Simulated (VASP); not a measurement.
# AlGa3N4 (P-43m) in VASP: further runs

Runs on AlGa3N4. Level: LDA. Tasks: single point.

Program: VASP 6.6.1. These are calculated values, not measurements. Logs are shortened: lines on timing, memory, paths and dates and some standing lists are left out, and cuts for length are marked.

## 1. The cell of the first run

The structure is cubic, space group P-43m (No. 215). Conventional cell: a = 4.305 Å, b = 4.305 Å, c = 4.305 Å, α = 90.00°, β = 90.00°, γ = 90.00°. Al (site symmetry -43m) has 4 N at 1.83 Å within 2.4 Å. Ga (site symmetry -42m) has 4 N at 1.88 Å within 2.5 Å. N (site symmetry 3m) has 1 Al at 1.83 Å and 3 Ga at 1.88 Å within 2.4 Å.

## 2. Single point, LDA

INCAR

```
PREC     = Accurate       # precision mode
ENCUT    = 520            # plane-wave cutoff, eV
EDIFF    = 1E-6           # SCF threshold, eV
ISMEAR   = 0              # smearing method
SIGMA    = 0.05           # smearing width, eV
LREAL    = F              # projectors in reciprocal space
LASPH    = T              # aspherical terms in the spheres
NELM     = 100            # most SCF steps
ALGO     = Normal         # electronic algorithm
ISIF     = 2              # what is computed and relaxed
LWAVE    = F              # write WAVECAR
LCHARG   = F              # write CHGCAR
NBANDS   = 41             # bands
```

KPOINTS

```
regular mesh
0
Gamma
  6 6 6
```

POSCAR

```
AlGa3N4
1.0
    4.3054195232      0.0000000000      0.0000000000
    0.0000000000      4.3054195232      0.0000000000
    0.0000000000      0.0000000000      4.3054195232
Al Ga N
1 3 4
Direct
    0.0000000000      0.0000000000      0.0000000000
    0.5000000000      0.5000000000      0.0000000000
    0.5000000000      0.0000000000      0.5000000000
    0.0000000000      0.5000000000      0.5000000000
    0.7548078379      0.7548078379      0.2451921621
    0.7548078379      0.2451921621      0.7548078379
    0.2451921621      0.7548078379      0.7548078379
    0.2451921621      0.2451921621      0.2451921621
```

Potentials or basis: VASP PAW LDA potentials, release 64 (Al, Ga_d, N).

Launch:

```
$ cat potpaw_LDA.64/Al/POTCAR potpaw_LDA.64/Ga_d/POTCAR potpaw_LDA.64/N/POTCAR > POTCAR
$ mpirun -np 1 vasp_std > vasp.out
```

OUTCAR:

```text
PREC = Accurate
   ENCUT = 520
   EDIFF = 1E-6
   ISMEAR = 0
   LREAL = F
   LASPH = T
   NELM = 100
   ISIF = 2

 ion  position               nearest neighbor table
   1  0.000  0.000  0.000-   5 1.83   6 1.83   7 1.83   8 1.83   3 3.04   4 3.04   2 3.04   3 3.04
                             4 3.04   2 3.04   4 3.04   4 3.04   2 3.04   3 3.04   3 3.04   2 3.04
   2  0.500  0.500  0.000-   5 1.88   6 1.88   7 1.88   8 1.88   1 3.04   1 3.04   1 3.04   1 3.04

   3  0.500  0.000  0.500-   5 1.88   6 1.88   7 1.88   8 1.88   1 3.04   1 3.04   1 3.04   1 3.04

   4  0.000  0.500  0.500-   5 1.88   6 1.88   7 1.88   8 1.88   1 3.04   1 3.04   1 3.04   1 3.04

   5  0.755  0.755  0.245-   1 1.83   2 1.88   3 1.88   4 1.88
   6  0.755  0.245  0.755-   1 1.83   2 1.88   3 1.88   4 1.88
   7  0.245  0.755  0.755-   1 1.83   2 1.88   3 1.88   4 1.88
   8  0.245  0.245  0.245-   1 1.83   2 1.88   3 1.88   4 1.88

  LATTYP: Found a simple cubic cell.
 ALAT       =     4.3054195232

  Lattice vectors:

 A1 = (   4.3054195232,   0.0000000000,   0.0000000000)
 A2 = (   0.0000000000,   4.3054195232,   0.0000000000)
 A3 = (   0.0000000000,   0.0000000000,   4.3054195232)

Analysis of symmetry for initial positions (statically):
=====================================================================
 Subroutine PRICEL returns:
 Original cell was already a primitive cell.

 Routine SETGRP: Setting up the symmetry group for a
 simple cubic supercell.

 Subroutine GETGRP returns: Found 24 space group operations
 (whereof 24 operations were pure point group operations)
 out of a pool of 48 trial point group operations.

The static configuration has the point symmetry T_d .

Analysis of symmetry for dynamics (positions and initial velocities):
=====================================================================
 Subroutine PRICEL returns:
 Original cell was already a primitive cell.

 Routine SETGRP: Setting up the symmetry group for a
 simple cubic supercell.

 Subroutine GETGRP returns: Found 24 space group operations
 (whereof 24 operations were pure point group operations)
 out of a pool of 48 trial point group operations.

The dynamic configuration has the point symmetry T_d .

 Subroutine INISYM returns: Found 24 space group operations
 (whereof 24 operations are pure point group operations),
 and found     1 'primitive' translations

----------------------------------------------------------------------------------------

                                     Primitive cell

  volume of cell :      79.8080

  direct lattice vectors                    reciprocal lattice vectors
     4.305419523  0.000000000  0.000000000     0.232265403  0.000000000  0.000000000
     0.000000000  4.305419523  0.000000000     0.000000000  0.232265403  0.000000000
     0.000000000  0.000000000  4.305419523     0.000000000  0.000000000  0.232265403

  length of vectors
     4.305419523  4.305419523  4.305419523     0.232265403  0.232265403  0.232265403

  position of ions in fractional coordinates (direct lattice)
     0.000000000  0.000000000  0.000000000
     0.500000000  0.500000000  0.000000000
     0.500000000  0.000000000  0.500000000
     0.000000000  0.500000000  0.500000000
     0.754807838  0.754807838  0.245192162
     0.754807838  0.245192162  0.754807838
     0.245192162  0.754807838  0.754807838
     0.245192162  0.245192162  0.245192162

  ion indices of the primitive-cell ions
   primitive index   ion index
                 1           1
                 2           2
                 3           3
                 4           4
                 5           5
                 6           6
                 7           7
                 8           8

----------------------------------------------------------------------------------------

 KPOINTS: regular mesh

Automatic generation of k-mesh.
 Grid dimensions read from file:
 generate k-points for:    6    6    6

 Generating k-lattice:

  Cartesian coordinates                     Fractional coordinates (reciprocal lattice)
     0.038710900  0.000000000  0.000000000     0.166666667  0.000000000  0.000000000
     0.000000000  0.038710900  0.000000000     0.000000000  0.166666667  0.000000000
     0.000000000  0.000000000  0.038710900     0.000000000  0.000000000  0.166666667

  Length of vectors
     0.038710900  0.038710900  0.038710900

  Shift w.r.t. Gamma in fractional coordinates (k-lattice)
     0.000000000  0.000000000  0.000000000

 Subroutine IBZKPT returns following result:
 ===========================================

 Found     20 irreducible k-points:

 Following reciprocal coordinates:
            Coordinates               Weight
  0.000000  0.000000  0.000000      1.000000
  0.166667  0.000000  0.000000      6.000000
  0.333333  0.000000  0.000000      6.000000
  0.500000  0.000000  0.000000      3.000000
  0.166667  0.166667  0.000000     12.000000
  0.333333  0.166667  0.000000     24.000000
[... 12 lines left out ...]
  0.500000  0.500000  0.333333      6.000000
  0.500000  0.500000  0.500000      1.000000
   k-points           NKPTS =     20   k-points in BZ     NKDIM =     20   number of bands    NBANDS=     41
   number of dos      NEDOS =    301   number of ions     NIONS =      8
   total plane-waves  NPLWV =  32768
   dimension x,y,z NGX =    32 NGY =   32 NGZ =   32
   dimension x,y,z NGXF=    64 NGYF=   64 NGZF=   64
   ions per type =               1   3   4
   NGX,Y,Z   is equivalent  to a cutoff of  12.36, 12.36, 12.36 a.u.
   NGXF,Y,Z  is equivalent  to a cutoff of  24.71, 24.71, 24.71 a.u.
 SYSTEM =  unknown system
   PREC   = accura    normal or accurate (medium, high low for compatibility)
   ISTART =      0    job   : 0-new  1-cont  2-samecut
   ICHARG =      2    charge: 1-file 2-atom 10-const
   ISPIN  =      1    spin polarized calculation?
   LNONCOLLINEAR =      F non collinear calculations
   LSORBIT =      F    spin-orbit coupling
   LASPH  =      T    aspherical Exc in radial PAW
   ENCUT  =  520.0 eV  38.22 Ry    6.18 a.u.   8.01  8.01  8.01*2*pi/ulx,y,z
   NELM   =    100;   NELMIN=  2; NELMDL= -5     # of ELM steps
   EDIFF  = 0.1E-05   stopping-criterion for ELM
   LREAL  =      F    real-space projection
   EDIFFG = 0.1E-04   stopping-criterion for IOM
   NSW    =      0    number of steps for IOM
   IBRION =     -1    ionic relax: 0-MD 1-quasi-New 2-CG
   NFREE  =      0    steps in history (QN), initial steepest desc. (CG)
   ISIF   =      2    stress and relaxation
   ISYM   =      2    0-nonsym 1-usesym 2-fastsym
   POTIM  = 0.5000    time-step for ionic-motion
   TEBEG  =    0.0;   TEEND  =   0.0 temperature during run
   PSTRESS=    0.0 pullay stress
   NELECT =      62.0000    total number of electrons
   NUPDOWN=      -1.0000    fix difference up-down
   EMIN   =  10.00;   EMAX   =-10.00  energy-range for DOS
   EFERMI =   0.00;   METHOD = LEGACY
   ISMEAR =     0;   SIGMA  =   0.05  broadening in eV -4-tet -1-fermi 0-gaus
   EFERMI_NEDOS =   21; number of points for ismear=-14 and -15
   IALGO  =     38    algorithm
   IMIX   =      4    mixing-type and parameters
     AMIX     =   0.40;   BMIX     =  1.00
     AMIX_MAG =   1.60;   BMIX_MAG =  1.00
  volume/ion in A,a.u.               =       9.98        67.32
  Fermi-wavevector in a.u.,A,eV,Ry     =   1.504954  2.843951 30.815656  2.264887
  Thomas-Fermi vector in A             =   2.615866
   LORBIT       =      0    0 simple, 1 ext, 2 COOP (PROOUT), +10 PAW based schemes
   GGA     = CA    functional components
   LHFCALC =     F    Hartree Fock is set to
   AEXX    =    0.0000 exact exchange contribution
   IVDW    =     0    specifies the selected vdW correction
   LEPSILON=     F    determine dielectric tensor
   LRPA    =     F    only Hartree local field effects (RPA)
 non-spin polarized calculation
 Gauss-broadening in eV      SIGMA  =   0.05
  energy-cutoff  :      520.00
  volume of cell :       79.81
 maximum number of plane-waves:      2176
   NGX = 17   NGY = 17   NGZ = 17

 number of electron      62.0000038 magnetization

 Free energy of the ion-electron system (eV)
  ---------------------------------------------------
  ext. energy  EPLUGINS =         0.00000000
  ---------------------------------------------------
  free energy    TOTEN  =       -57.73240171 eV

  energy without entropy =      -57.73240171  energy(sigma->0) =      -57.73240171

 E-fermi :   6.7170     XC(G=0): -12.5185

 val. band max:        6.4314442840   @ k =   0.0000   0.0000   0.0000
 cond. band min:       9.6006856981   @ k =   0.0000   0.0000   0.0000
 fundamental gap:      3.1692414141
 Fermi energy:         6.7169843844

 k-point     1 :       0.0000    0.0000    0.0000
  band No.  band energies     occupation
      1     -10.0622      2.00000
      2      -8.3968      2.00000
      3      -8.3968      2.00000
      4      -8.3968      2.00000
      5      -6.9450      2.00000
      6      -6.8910      2.00000
[... 33 lines left out ...]
     40      17.9046      0.00000
     41      17.9051      0.00000

 k-point     2 :       0.1667    0.0000    0.0000
  band No.  band energies     occupation
      1      -9.9270      2.00000
      2      -8.4519      2.00000
      3      -8.3990      2.00000
      4      -8.3990      2.00000
      5      -6.9329      2.00000
      6      -6.8868      2.00000
[... 33 lines left out ...]
     40      18.1455      0.00000
     41      18.1468      0.00000

 k-point     3 :       0.3333    0.0000    0.0000
  band No.  band energies     occupation
      1      -9.5557      2.00000
      2      -8.6561      2.00000
      3      -8.4033      2.00000
      4      -8.4033      2.00000
      5      -6.9006      2.00000
      6      -6.8664      2.00000
[... 699 lines left out ...]
      2      -8.6254      2.00000
      3      -8.6254      2.00000
      4      -8.6096      2.00000
      5      -6.8988      2.00000
      6      -6.8988      2.00000
[... 33 lines left out ...]
     40      17.1339      0.00000
     41      17.3448      0.00000

 k-point    20 :       0.5000    0.5000    0.5000
  band No.  band energies     occupation
      1      -8.8103      2.00000
      2      -8.6189      2.00000
      3      -8.6189      2.00000
      4      -8.6189      2.00000
      5      -6.9038      2.00000
      6      -6.9038      2.00000
[... 33 lines left out ...]
     40      16.7885      0.00000
     41      16.7885      0.00000

------------------------ aborting loop because EDIFF is reached ----------------------------------------

  FORCE on cell =-STRESS in cart. coord.  units (eV):
  Direction    XX          YY          ZZ          XY          YZ          ZX
  --------------------------------------------------------------------------------------
  -------------------------------------------------------------------------------------
  Total       10.8641765     10.8641765     10.8641765     -0.0000000     -0.0000000     -0.0000000
  in kB      218.1026624    218.1026624    218.1026624     -0.0000000     -0.0000000     -0.0000000
  external PRESSURE =     218.1026624 kB  Pullay stress =       0.0000000 kB

 VOLUME and BASIS-vectors are now :
 -----------------------------------------------------------------------------
  energy-cutoff  :      520.00
  volume of cell :       79.81
      direct lattice vectors                 reciprocal lattice vectors
     4.305419523  0.000000000  0.000000000     0.232265403  0.000000000  0.000000000
     0.000000000  4.305419523  0.000000000     0.000000000  0.232265403  0.000000000
     0.000000000  0.000000000  4.305419523     0.000000000  0.000000000  0.232265403

 POSITION                                       TOTAL-FORCE (eV/Angst)
 -----------------------------------------------------------------------------------
      0.00000      0.00000      0.00000         0.000000     -0.000000     -0.000000
      2.15271      2.15271      0.00000         0.000000      0.000000      0.000000
      2.15271      0.00000      2.15271        -0.000000      0.000000     -0.000000
      0.00000      2.15271      2.15271         0.000000     -0.000000      0.000000
      3.24976      3.24976      1.05566         0.042030      0.042030     -0.042030
      3.24976      1.05566      3.24976         0.042030     -0.042030      0.042030
      1.05566      3.24976      3.24976        -0.042030      0.042030      0.042030
      1.05566      1.05566      1.05566        -0.042030     -0.042030     -0.042030
 -----------------------------------------------------------------------------------
    total drift:                                0.000001      0.000001     -0.000000

  FREE ENERGIE OF THE ION-ELECTRON SYSTEM (eV)
  ---------------------------------------------------
  free  energy   TOTEN  =       -57.7324017062 eV

  energy  without entropy=      -57.7324017062  energy(sigma->0) =      -57.73240171
```

Run time: 20 s. Hardware: 1 thread of Intel Xeon 6975P-C (Granite Rapids), shared host; peak memory 0.18 GiB.

Results:

* Free energy: -57.7324 eV
* Pressure: 21.8 GPa
* Largest force: 0.073 eV/Å
* Band gap on the k mesh: 3.17 eV, direct

Forces in eV/Å, atoms in the order of the input:
```
Al   0.000  0.000  0.000
Ga   0.000  0.000  0.000
Ga   0.000  0.000  0.000
Ga   0.000  0.000  0.000
N    0.042  0.042 -0.042
N    0.042 -0.042  0.042
N   -0.042  0.042  0.042
N   -0.042 -0.042 -0.042
```

A k mesh can miss the band edges. LDA gaps usually lie below the measured ones, often by a third to a half.

(Continued in part 2 of 2.)
